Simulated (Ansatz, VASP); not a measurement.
## Two plane-wave programs on Rh

File POSCAR:

```
Rh
1.0
    0.0000000000      1.9008071574      1.9008071574
    1.9008071574      0.0000000000      1.9008071574
    1.9008071574      1.9008071574      0.0000000000
Rh
1
Direct
    0.0000000000      0.0000000000      0.0000000000
```

Contents of INCAR.step1:

```
ALGO = Normal
EDIFF = 1E-5
ENCUT = 680
GGA = PE
GGA_COMPAT = F
ISMEAR = -1
LASPH = T
LCHARG = F
LREAL = F
LWAVE = T
NBANDS = 14
NELM = 120
PREC = Accurate
SIGMA = 0.1
```

Contents of INCAR.step2:

```
ALGO = Normal
EDIFF = 1E-6
ENCUT = 680
GGA_COMPAT = F
ISIF = 2
ISMEAR = -1
ISTART = 1
LASPH = T
LCHARG = T
LELF = T
LMIXTAU = T
LREAL = F
LVHAR = T
LWAVE = F
METAGGA = R2SCAN
NBANDS = 14
NELM = 120
PREC = Accurate
SIGMA = 0.1
```

Contents of KPOINTS:

```
k-points
0
Gamma
  7 7 7
```

Input for Ansatz:

```yaml
crystal:
  lattice:
    - [0.0, 1.9008071574, 1.9008071574]
    - [1.9008071574, 0.0, 1.9008071574]
    - [1.9008071574, 1.9008071574, 0.0]
  atoms:
    - { symbol: Rh, position: [0.0, 0.0, 0.0] }
hamiltonian:
  xc: r2scan
  pseudopotentials:
    kind: paw
    azcp:
      Rh: "pseudopotentials/Rh.paw.azcp"
basis:
  ecutwfc: 500
  fft_grid_basis: typed
kpoints:
  mp_grid: { grid: [7, 7, 7], shift: [0, 0, 0] }
magnetization:
  spin_polarized: false
scf:
  occupations: { method: fermi_dirac, width: 0.1 }
  lower_state_search: "off"
output:
  stress: true
```

Alike in both runs: task single point; functional r2SCAN; k mesh 7 × 7 × 7; occupations fermi-dirac, width 0.1 eV; no spin polarisation.

```csv
,VASP,Ansatz
version,VASP 6.6.1,Ansatz 0.2.0
potentials or method,"VASP PAW PBE potentials, release 64 (Rh_sv_GW), cutoff 680 eV","plane waves (500 eV) with PAW, scalar-relativistic"
valence electrons in the cell,17,17
```

```csv
,VASP,Ansatz,Ansatz less VASP
pressure (GPa),-1.1,-1.1,-0.06
```

VASP's potentials were made for PBE, not for r2SCAN. The functional is the same, so the differences come from potentials, cutoffs and numerics.

The k mesh is coarse, so the values compare programs but aren't converged.
